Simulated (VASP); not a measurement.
Set up this calculation in VASP 6.6.1, as the native input.

* Task: single point
* Functional: PBE
* Potentials or basis: VASP PAW PBE potentials, release 64 (Pd, Cl)
* Cutoff: 520 eV
* k mesh: 12 × 4 × 4
* Occupations: gaussian, width 0.1 eV
* Spin: no spin polarisation
* Dipole correction: no
* Further INCAR settings: ALGO = Normal; EDIFF = 1e-07; NBANDS = 27

The structure of PdCl4 lies in POSCAR:

```
PdCl4
1.0
    2.8146710279      0.0000000000      0.0000000000
    0.0000000000      7.5854809488      0.0000000000
    0.0000000000      0.0000000000     10.3465431423
Pd Cl
1 4
Direct
    0.5000000000      0.5000000000      0.5000000000
    0.5000000000      0.7150932308      0.6577133289
    0.5000000000      0.2849067692      0.6577133289
    0.5000000000      0.7150932308      0.3422866711
    0.5000000000      0.2849067692      0.3422866711
```

The cell was generated, and may not be a known phase.

One way to write it, as run:

INCAR

```
SYSTEM = PdCl4
ALGO     = Normal         ! electronic algorithm
EDIFF    = 1E-7           ! SCF threshold, eV
ENCUT    = 520            ! plane-wave cutoff, eV
GGA      = PE             ! functional
ISIF     = 2              ! what is computed and relaxed
ISMEAR   = 0              ! smearing method
LASPH    = .True.         ! aspherical terms in the spheres
LCHARG   = .True.         ! write CHGCAR
LELF     = .True.         ! ELF
LREAL    = .False.        ! projectors in reciprocal space
LVHAR    = .True.       
LWAVE    = .False.        ! write WAVECAR
NBANDS   = 27             ! bands
NELM     = 100            ! most SCF steps
PREC     = Accurate       ! precision mode
SIGMA    = 0.1            ! smearing width, eV
```

KPOINTS

```
k-points
0
Gamma
  12 4 4
  0 0 0
```

Potentials or basis: VASP PAW PBE potentials, release 64 (Pd, Cl).

Launch:

```console
$ cat potpaw_PBE.64/Pd/POTCAR potpaw_PBE.64/Cl/POTCAR > POTCAR
$ mpirun -np 1 vasp_std > vasp.out
```

It gave:

```
Pressure               : -0.1 GPa
Largest force          : 0.029 eV/Å
Band gap on the k mesh : zero (bands 19 and 20 overlap by 1.96 eV)
```

Caveat: this functional lacks dispersion, which binds layers or chains, so the pressure and a relaxed spacing across them are unreliable.

Run time: 4 min on 1 thread of AMD EPYC 9R45 96-Core Processor (Zen 5), on a shared host, peak memory 0.49 GiB.
